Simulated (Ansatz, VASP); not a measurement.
# One calculation of MoS2, two programs

```
Mo S
1.0
     3.14139    0.00000    0.00000
    -1.57069    2.72052    0.00000
     0.00000    0.00000   13.34019
Mo S
2 4
Direct
  0.66667 0.33333 0.25000
  0.33333 0.66667 0.75000
  0.66667 0.33333 0.63309
  0.33333 0.66667 0.36691
  0.66667 0.33333 0.86691
  0.33333 0.66667 0.13309
```

Change from the starting cell: strain along c alone, the other axes held, atoms relaxed: +6.0 %.

Alike in both runs: functional PBEsol; k mesh 12 × 12 × 2; occupations gaussian, width 0.02 eV; no spin polarisation.

Ansatz relaxed the structure, and its values are those at the end. VASP's run is a single point on that final structure, the one shown.

|  | VASP | Ansatz |
| --- | --- | --- |
| version | VASP 6.6.1 | Ansatz 0.2.0 |
| potentials or method | VASP PAW PBE potentials, release 64 (Mo_sv, S), cutoff 520 eV | scalar-relativistic, plane waves, PAW |
| valence electrons in the cell | 52 | 52 |

|  | VASP | Ansatz | Ansatz less VASP |
| --- | --- | --- | --- |
| gap on the k mesh at the Fermi level (eV) | 1.29 | 1.28 | -0.012 |
| least direct gap on the mesh (eV) | 1.77 | 1.77 | -0.005 |
| pressure (GPa) | -0.3 | -0.2 | +0.01 |

VASP's potentials were made for PBE, not for PBEsol. The functional is the same, so the differences come from potentials, cutoffs and numerics. Ansatz's warnings: stress scf threshold loose.
